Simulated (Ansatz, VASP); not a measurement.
**One calculation of LiBr, two programs**

Contents of POSCAR:

```
LiBr
1.0
    0.0000000000      2.7395485848      2.7395485848
    2.7395485848      0.0000000000      2.7395485848
    2.7395485848      2.7395485848      0.0000000000
Li Br
1 1
Direct
    0.0000000000      0.0000000000      0.0000000000
    0.5000000000      0.5000000000      0.5000000000
```

INCAR.step1

```
SYSTEM = LiBr
PREC = Accurate
ENCUT = 830
ISMEAR = 0
SIGMA = 0.01
LREAL = .FALSE.
LASPH = .TRUE.
NELM = 120
NBANDS = 12
GGA = PE
ALGO = Normal
EDIFF = 1E-5
LWAVE = .TRUE.
LCHARG = .FALSE.
GGA_COMPAT = .FALSE.
```

Contents of INCAR.step2:

```
SYSTEM = LiBr
PREC = Accurate
ENCUT = 830
EDIFF = 1E-6
ISMEAR = 0
SIGMA = 0.01
LREAL = .FALSE.
LASPH = .TRUE.
NELM = 120
ALGO = Normal
ISIF = 2
LWAVE = .FALSE.
LCHARG = .FALSE.
METAGGA = R2SCAN
LMIXTAU = .TRUE.
NBANDS = 12
ISTART = 1
GGA_COMPAT = .FALSE.
```

KPOINTS

```
Automatic mesh
0
G
  6 6 6
  0 0 0
```

Input for Ansatz:

```yaml
crystal:
  lattice:
    - [0.0, 2.7395485848, 2.7395485848]
    - [2.7395485848, 0.0, 2.7395485848]
    - [2.7395485848, 2.7395485848, 0.0]
  atoms:
    - { symbol: Li, position: [0.0, 0.0, 0.0] }
    - { symbol: Br, position: [0.5, 0.5, 0.5] }
kpoints:
  mp_grid: { grid: [6, 6, 6] }
hamiltonian:
  xc: r2scan
scf:
  occupations: { method: fixed }
  n_extra_bands: 4
output:
  forces: true
  stress: true
  eigenvalues: true
```

Alike in both runs: task single point; functional r2SCAN; k mesh 6 × 6 × 6; no spin polarisation.

|  | VASP | Ansatz |
| --- | --- | --- |
| version | VASP 6.6.1 | Ansatz 0.2.0 |
| potentials or method | VASP PAW PBE potentials, release 64 (Li_sv, Br) | plane waves, PAW |
| plane-wave cutoff (eV) | 830 | 500 |
| occupations | gaussian, width 0.01 eV | fixed |
| valence electrons in the cell | 10 | 10 |

```tsv
	VASP	Ansatz	Ansatz less VASP
gap on the k mesh at the Fermi level (eV)	5.93	5.88	-0.051
pressure (GPa)	-0.4	0.0	+0.41
```

VASP's potentials were made for PBE, not for r2SCAN.
